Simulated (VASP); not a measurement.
Runs of VASP 6.6.1 on NiO. The structure is that of space group Fm-3m (No. 225), or close to it. The cells are those of the table. 

```csv
task,level,potentials or basis,cell,k mesh,cutoff (eV),grid for exact exchange (PRECFOCK),share of exact exchange,gap on the mesh (eV),pressure (GPa),moment (μB)
single point,BLYP+D3(BJ),"VASP PAW PBE potentials, release 64 (Ni_sv_GW, O)","a = 2.890 Å, angles 60.0°, 2 atoms",11 × 11 × 11,700,-,-,none,21.3,1.46
relaxation of cell and atoms,r2SCAN,"VASP PAW PBE potentials, release 64 (Ni, O)","relaxed from a = 2.950 Å, angles 60.0°, 2 atoms",11 × 11 × 11,600,-,-,0.77,0.1,2.00
single point,r2SCAN,"VASP PAW PBE potentials, release 64 (Ni, O)","a = 2.910 Å, angles 60.0°, 2 atoms",11 × 11 × 11,520,-,-,0.59,12.9,2.00
single point,PBE,"VASP PAW PBE potentials, release 64 (Ni_sv_GW, O)","a = 2.950 Å, angles 60.0°, 2 atoms",6 × 6 × 6,700,-,-,none,(a),1.73
single point,r2SCAN0,"VASP PAW PBE potentials, release 64 (Ni, O)","a = 2.969 Å, angles 60.0°, 2 atoms",6 × 6 × 6,520,Normal,0.25,4.84,(b),2.00
```

Alike in all rows: spin collinear, ferromagnetic start; smearing fermi-dirac 0.05 eV.

Task: Estimate the missing entries.

Result: (a) 4.9; (b) -3.9.

Caveats: some runs use coarse meshes; a cell with one magnetic atom can't hold antiferromagnetic order, which such compounds often take; the PAW data sets were made with another functional, which shifts forces and pressure a little (at least some runs); the cell stands under pressure (at least some runs); semilocal functionals often make such compounds metallic where correlation or magnetic order opens a gap, which also shifts bond lengths (at least some runs); semilocal functionals underestimate gaps, and a narrow one can read as zero (at least some runs); an odd mesh through Γ misses points on the zone boundary, where band edges can lie (at least some runs).

A gap of «none» marks levels without a gap at the run's occupations.

The runs don't all hold the same shells in valence.
